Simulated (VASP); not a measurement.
Here is a VASP 6.6.1 calculation.

INCAR

```
ALGO     = Normal         # electronic algorithm
EDIFF    = 1E-6           # SCF threshold, eV
ENCUT    = 520            # plane-wave cutoff, eV
ISIF     = 2              # what is computed and relaxed
ISMEAR   = -1             # smearing method
LASPH    = T              # aspherical terms in the spheres
LCHARG   = T              # write CHGCAR
LELF     = T              # ELF
LREAL    = F              # projectors in reciprocal space
LVHAR    = T            
LWAVE    = F              # write WAVECAR
NBANDS   = 21             # bands
NELM     = 60             # most SCF steps
PREC     = Accurate       # precision mode
SIGMA    = 0.05           # smearing width, eV
```

Contents of KPOINTS:

```
k-points
0
Gamma
  18 18 10
```

Contents of POSCAR:

```
Ru
1.0
    2.3879927603      0.0000000000      0.0000000000
   -1.1939963801      2.0680623944      0.0000000000
    0.0000000000      0.0000000000      3.8155222410
Ru
2
Direct
    0.3333333333      0.6666666667      0.2500000000
    0.6666666667      0.3333333333      0.7500000000
```

Potentials or basis: VASP PAW LDA potentials, release 64 (Ru_pv).

Command:

```sh
$ cat potpaw_LDA.64/Ru_pv/POTCAR > POTCAR
$ mpirun -np 1 vasp_std > vasp.out
```

(1) Predict the band gap on the k mesh.

(2) Estimate the pressure.

Answers

(1) zero (band 14 reaches 23.40 eV, above the bottom of band 15 at 17.84 eV).

(2) 262.6 GPa.
